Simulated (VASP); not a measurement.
A run of VASP 6.6.1:

Contents of INCAR:

```
PREC = Accurate
ENCUT = 600
EDIFF = 1E-6
ISMEAR = -1
SIGMA = 0.1
LREAL = False
LASPH = True
NELM = 60
ALGO = Normal
ISIF = 3
LWAVE = False
LCHARG = False
GGA = PS
IBRION = 2
NSW = 100
EDIFFG = -0.002
PSTRESS = 40.0
```

The input KPOINTS:

```
Automatic mesh
0
Gamma
  18 18 10
```

Contents of POSCAR:

```
Li
1.0
    3.0528418645      0.0000000000      0.0000000000
   -1.5264209322      2.6438386084      0.0000000000
    0.0000000000      0.0000000000      5.0030045290
Li
2
Direct
    0.3333333333      0.6666666667      0.2500000000
    0.6666666667      0.3333333333      0.7500000000
```

Potentials or basis: VASP PAW PBE potentials, release 64 (Li_sv).

The run is started by

```sh
$ cat potpaw_PBE.64/Li_sv/POTCAR > POTCAR
$ mpirun -np 1 vasp_std > vasp.out
```

Hardware: 1 thread of Intel Xeon 8259CL, on a shared host.

Question: Estimate the wall time of this run.

Answer: Run time: 4.9 min on 1 thread of Intel Xeon 8259CL (shared host), peak memory 0.19 GiB. Counts: scf iterations 59, k points 222, ion steps 10.
